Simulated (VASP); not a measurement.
# Al (Fm-3m) in VASP: further runs

The runs below take Al through single point, with LDA.

Program: VASP 6.6.1. These are calculated values, not measurements. Logs are shortened: lines on timing, memory, paths and dates and some standing lists are left out, and cuts for length are marked.

**1. The cell of the first run**

Symmetry: Fm-3m, No. 225, cubic system. Conventional cell: a = 4.075 Å, b = 4.075 Å, c = 4.075 Å, α = 90.00°, β = 90.00°, γ = 90.00°. Within 3.8 Å of Al (site symmetry m-3m) lie 12 Al at 2.88 Å.

**2. Single point, LDA (16.91 Å³/atom)**

File INCAR:

```
ALGO = Normal
EDIFF = 1E-6
ENCUT = 520
GGA = CA
ISIF = 2
ISMEAR = -1
LASPH = True
LCHARG = True
LELF = True
LREAL = False
LVHAR = True
LWAVE = False
NBANDS = 8
NELM = 60
PREC = Accurate
SIGMA = 0.03
```

File KPOINTS:

```
k-points
0
Gamma
  17 17 17
```

File POSCAR:

```
Al
1.0
    0.0000000000      2.0373842317      2.0373842317
    2.0373842317      0.0000000000      2.0373842317
    2.0373842317      2.0373842317      0.0000000000
Al
1
Direct
    0.0000000000      0.0000000000      0.0000000000
```

Potentials or basis: VASP PAW LDA potentials, release 64 (Al).

The run is started by

```sh
> cat potpaw_LDA.64/Al/POTCAR > POTCAR
> mpirun -np 1 vasp_std > vasp.out
```

OUTCAR:

```text
EDIFF = 1E-6
   ENCUT = 520
   GGA = CA
   ISIF = 2
   ISMEAR = -1
   LASPH = True
   LREAL = False
   NELM = 60
   PREC = Accurate

 ion  position               nearest neighbor table
   1  0.000  0.000  0.000-

  LATTYP: Found a face centered cubic cell.
 ALAT       =     4.0747684634

  Lattice vectors:

 A1 = (   0.0000000000,   2.0373842317,   2.0373842317)
 A2 = (   2.0373842317,   0.0000000000,   2.0373842317)
 A3 = (   2.0373842317,   2.0373842317,   0.0000000000)

Analysis of symmetry for initial positions (statically):
=====================================================================
 Subroutine PRICEL returns:
 Original cell was already a primitive cell.

 Routine SETGRP: Setting up the symmetry group for a
 face centered cubic supercell.

 Subroutine GETGRP returns: Found 48 space group operations
 (whereof 48 operations were pure point group operations)
 out of a pool of 48 trial point group operations.

The static configuration has the point symmetry O_h .

Analysis of symmetry for dynamics (positions and initial velocities):
=====================================================================
 Subroutine PRICEL returns:
 Original cell was already a primitive cell.

 Routine SETGRP: Setting up the symmetry group for a
 face centered cubic supercell.

 Subroutine GETGRP returns: Found 48 space group operations
 (whereof 48 operations were pure point group operations)
 out of a pool of 48 trial point group operations.

The dynamic configuration has the point symmetry O_h .

 Subroutine INISYM returns: Found 48 space group operations
 (whereof 48 operations are pure point group operations),
 and found     1 'primitive' translations

----------------------------------------------------------------------------------------

                                     Primitive cell

  volume of cell :      16.9141

  direct lattice vectors                    reciprocal lattice vectors
     0.000000000  2.037384232  2.037384232    -0.245412717  0.245412717  0.245412717
     2.037384232  0.000000000  2.037384232     0.245412717 -0.245412717  0.245412717
     2.037384232  2.037384232  0.000000000     0.245412717  0.245412717 -0.245412717

  length of vectors
     2.881296412  2.881296412  2.881296412     0.425067295  0.425067295  0.425067295

  position of ions in fractional coordinates (direct lattice)
     0.000000000  0.000000000  0.000000000

  ion indices of the primitive-cell ions
   primitive index   ion index
                 1           1

----------------------------------------------------------------------------------------

 KPOINTS: k-points

Automatic generation of k-mesh.
 Grid dimensions read from file:
 generate k-points for:   17   17   17

 Generating k-lattice:

  Cartesian coordinates                     Fractional coordinates (reciprocal lattice)
    -0.014436042  0.014436042  0.014436042     0.058823529  0.000000000  0.000000000
     0.014436042 -0.014436042  0.014436042     0.000000000  0.058823529  0.000000000
     0.014436042  0.014436042 -0.014436042     0.000000000  0.000000000  0.058823529

  Length of vectors
     0.025003959  0.025003959  0.025003959

  Shift w.r.t. Gamma in fractional coordinates (k-lattice)
     0.000000000  0.000000000  0.000000000

 Subroutine IBZKPT returns following result:
 ===========================================

 Found    165 irreducible k-points:

 Following reciprocal coordinates:
            Coordinates               Weight
  0.000000  0.000000  0.000000      1.000000
  0.058824  0.000000  0.000000      8.000000
  0.117647  0.000000  0.000000      8.000000
  0.176471  0.000000  0.000000      8.000000
  0.235294  0.000000  0.000000      8.000000
  0.294118  0.000000  0.000000      8.000000
[... 16 lines left out ...]
 -0.176471  0.058824  0.000000     24.000000
 -0.117647  0.058824  0.000000     24.000000
 [... further k-points ...]
   k-points           NKPTS =    165   k-points in BZ     NKDIM =    165   number of bands    NBANDS=      8
   number of dos      NEDOS =    301   number of ions     NIONS =      1
   total plane-waves  NPLWV =  13824
   dimension x,y,z NGX =    24 NGY =   24 NGZ =   24
   dimension x,y,z NGXF=    48 NGYF=   48 NGZF=   48
   ions per type =               1
   NGX,Y,Z   is equivalent  to a cutoff of  13.85, 13.85, 13.85 a.u.
   NGXF,Y,Z  is equivalent  to a cutoff of  27.70, 27.70, 27.70 a.u.
 SYSTEM =  unknown system
   PREC   = accura    normal or accurate (medium, high low for compatibility)
   ISTART =      0    job   : 0-new  1-cont  2-samecut
   ICHARG =      2    charge: 1-file 2-atom 10-const
   ISPIN  =      1    spin polarized calculation?
   LNONCOLLINEAR =      F non collinear calculations
   LSORBIT =      F    spin-orbit coupling
   LASPH  =      T    aspherical Exc in radial PAW
   ENCUT  =  520.0 eV  38.22 Ry    6.18 a.u.   5.36  5.36  5.36*2*pi/ulx,y,z
   NELM   =     60;   NELMIN=  2; NELMDL= -5     # of ELM steps
   EDIFF  = 0.1E-05   stopping-criterion for ELM
   LREAL  =      F    real-space projection
[... 7 lines left out ...]
   TEBEG  =    0.0;   TEEND  =   0.0 temperature during run
   PSTRESS=    0.0 pullay stress
   NELECT =       3.0000    total number of electrons
   NUPDOWN=      -1.0000    fix difference up-down
   EMIN   =  10.00;   EMAX   =-10.00  energy-range for DOS
   EFERMI =   0.00;   METHOD = LEGACY
   ISMEAR =    -1;   SIGMA  =   0.03  broadening in eV -4-tet -1-fermi 0-gaus
   EFERMI_NEDOS =   21; number of points for ismear=-14 and -15
   IALGO  =     38    algorithm
   IMIX   =      4    mixing-type and parameters
     AMIX     =   0.40;   BMIX     =  1.00
     AMIX_MAG =   1.60;   BMIX_MAG =  1.00
  volume/ion in A,a.u.               =      16.91       114.14
  Fermi-wavevector in a.u.,A,eV,Ry     =   0.919812  1.738192 11.511260  0.846054
  Thomas-Fermi vector in A             =   2.045047
   LORBIT       =      0    0 simple, 1 ext, 2 COOP (PROOUT), +10 PAW based schemes
   GGA     = CA    functional components
   LHFCALC =     F    Hartree Fock is set to
   AEXX    =    0.0000 exact exchange contribution
   IVDW    =     0    specifies the selected vdW correction
   LEPSILON=     F    determine dielectric tensor
   LRPA    =     F    only Hartree local field effects (RPA)
 non-spin polarized calculation
  energy-cutoff  :      520.00
  volume of cell :       16.91
 maximum number of plane-waves:       469
 NGX is ok and might be reduce to    24
   NGX = 11   NGY = 11   NGZ = 11

 number of electron       3.0000000 magnetization

 Free energy of the ion-electron system (eV)
  ---------------------------------------------------
  ext. energy  EPLUGINS =         0.00000000
  ---------------------------------------------------
  free energy    TOTEN  =        -4.17657508 eV

  energy without entropy =       -4.17503171  energy(sigma->0) =       -4.17580339

 E-fermi :   7.5310     XC(G=0): -10.2524

 val. band max:        7.4964828256   @ k =  -0.4118   0.3529   0.1765
 cond. band min:       7.5469342703   @ k =  -0.3529   0.4706   0.1765
 fundamental gap:      0.0504514447
 Fermi energy:         7.5310218233

 k-point     1 :       0.0000    0.0000    0.0000
  band No.  band energies     occupation
      1      -3.3940      2.00000
      2      19.9747      0.00000
      3      19.9747      0.00000
      4      19.9747      0.00000
      5      21.1069      0.00000
      6      21.1069      0.00000
      7      21.1069      0.00000
      8      23.9710      0.00000

 k-point     2 :       0.0588    0.0000    0.0000
  band No.  band energies     occupation
      1      -3.3017      2.00000
      2      18.2988      0.00000
      3      19.5761      0.00000
      4      19.5761      0.00000
      5      21.6434      0.00000
      6      21.6434      0.00000
      7      21.8188      0.00000
      8      24.8763      0.00000

 k-point     3 :       0.1176    0.0000    0.0000
  band No.  band energies     occupation
      1      -3.0252      2.00000
      2      15.9823      0.00000
      3      19.0084      0.00000
      4      19.0084      0.00000
      5      21.9314      0.00000
      6      22.5740      0.00000
      7      22.5740      0.00000
      8      25.0032      0.00000

 k-point     4 :       0.1765    0.0000    0.0000
  band No.  band energies     occupation
      1      -2.5654      2.00000
      2      13.6694      0.00000
      3      18.5459      0.00000
      4      18.5459      0.00000
      5      21.7916      0.00000
      6      23.0174      0.00000
      7      23.0174      0.00000
      8      24.5717      0.00000

 k-point     5 :       0.2353    0.0000    0.0000
  band No.  band energies     occupation
      1      -1.9243      2.00000
      2      11.4464      0.00000
      3      18.2248      0.00000
      4      18.2248      0.00000
      5      21.6468      0.00000
      6      22.1808      0.00000
      7      22.1808      0.00000
      8      25.6425      0.00000
[... 177 lines left out ...]
 k-point    22 :      -0.2353    0.0588    0.0000
  band No.  band energies     occupation
      1      -1.5896      2.00000
      2      10.7979      0.00000
      3      16.4258      0.00000
      4      19.3715      0.00000
      5      20.7964      0.00000
      6      22.1564      0.00000
      7      22.3291      0.00000
      8      25.0068      0.00000

 k-point    23 :      -0.1765    0.0588    0.0000
  band No.  band energies     occupation
      1      -2.2903      2.00000
      2      12.9714      0.00000
      3      16.7124      0.00000
      4      19.6431      0.00000
      5      21.7810      0.00000
      6      22.3110      0.00000
      7      23.3019      0.00000
      8      23.7153      0.00000

 k-point    24 :      -0.1176    0.0588    0.0000
  band No.  band energies     occupation
      1      -2.8104      2.00000
      2      15.2271      0.00000
      3      17.1654      0.00000
      4      20.0168      0.00000
      5      21.8444      0.00000
      6      22.3875      0.00000
      7      23.6228      0.00000
      8      23.6661      0.00000

 [... further k-points ...]

------------------------ aborting loop because EDIFF is reached ----------------------------------------

  FORCE on cell =-STRESS in cart. coord.  units (eV):
  Direction    XX          YY          ZZ          XY          YZ          ZX
  --------------------------------------------------------------------------------------
  -------------------------------------------------------------------------------------
  Total       -0.5133699     -0.5133699     -0.5133699      0.0000000      0.0000000      0.0000000
  in kB      -48.6286488    -48.6286488    -48.6286488      0.0000000      0.0000000      0.0000000
  external PRESSURE =     -48.6286488 kB  Pullay stress =       0.0000000 kB

 VOLUME and BASIS-vectors are now :
 -----------------------------------------------------------------------------
  energy-cutoff  :      520.00
  volume of cell :       16.91
      direct lattice vectors                 reciprocal lattice vectors
     0.000000000  2.037384232  2.037384232    -0.245412717  0.245412717  0.245412717
     2.037384232  0.000000000  2.037384232     0.245412717 -0.245412717  0.245412717
     2.037384232  2.037384232  0.000000000     0.245412717  0.245412717 -0.245412717

 POSITION                                       TOTAL-FORCE (eV/Angst)
 -----------------------------------------------------------------------------------
      0.00000      0.00000      0.00000         0.000000      0.000000      0.000000
 -----------------------------------------------------------------------------------
    total drift:                                0.000000     -0.000000      0.000000

  FREE ENERGIE OF THE ION-ELECTRON SYSTEM (eV)
  ---------------------------------------------------
  free  energy   TOTEN  =        -4.1765750770 eV

  energy  without entropy=       -4.1750317068  energy(sigma->0) =       -4.17580339
```

Run time: 15 s. Hardware: 1 thread of Intel Xeon 8259CL, shared host; peak memory 0.13 GiB.

Results:

```
Free energy            : -4.1766 eV
Pressure               : -4.9 GPa
Band gap on the k mesh : zero (an odd number of electrons rules out a gap without spin polarisation)
```

Levels at points of the mesh, in eV from the Fermi level:
| k point | band 1 | band 2 | band 3 | band 4 |
| --- | --- | --- | --- | --- |
| (0.00, 0.00, 0.00) | -10.93 | 12.44 | 12.44 | 12.44 |

Caveat: the cell stands under tension.

[end of part 1 of 2]
